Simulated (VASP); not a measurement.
Here is a VASP 6.6.1 calculation.

POSCAR

```
MgAu
1.0
    3.3357071883      0.0000000000      0.0000000000
    0.0000000000      3.3357071883      0.0000000000
    0.0000000000      0.0000000000      3.3357071883
Mg Au
1 1
Direct
    0.5000000000      0.5000000000      0.5000000000
    0.0000000000      0.0000000000      0.0000000000
```

The input INCAR.step1:

```
PREC = Accurate ; ENCUT = 520
ISMEAR = 0 ; SIGMA = 0.1
LREAL = F ; LASPH = T
NELM = 80 ; NBANDS = 14
GGA = PE ; ALGO = Normal
EDIFF = 1E-4 ; LWAVE = T
LCHARG = F
```

The input INCAR.step2:

```
PREC = Accurate ; ENCUT = 520
EDIFF = 1E-7 ; ISMEAR = 0
SIGMA = 0.1 ; LREAL = F
LASPH = T ; NELM = 80
ALGO = Normal ; ISIF = 2
LWAVE = F ; LCHARG = T
METAGGA = R2SCAN ; LMIXTAU = T
LELF = T ; LVHAR = T
NBANDS = 14 ; ISTART = 1
```

KPOINTS

```
Automatic mesh
0
Gamma
  14 14 14
```

Potentials or basis: VASP PAW PBE potentials, release 64 (Mg, Au).

Command:

```sh
$ cat potpaw_PBE.64/Mg/POTCAR potpaw_PBE.64/Au/POTCAR > POTCAR
$ cp INCAR.step1 INCAR
$ mpirun -np 1 vasp_std > vasp.out
$ cp INCAR.step2 INCAR
$ mpirun -np 1 vasp_std > vasp.out
```

Predict the pressure.

-5.1 GPa.

Caveat: the PAW data sets were made with another functional, which shifts forces and pressure a little.
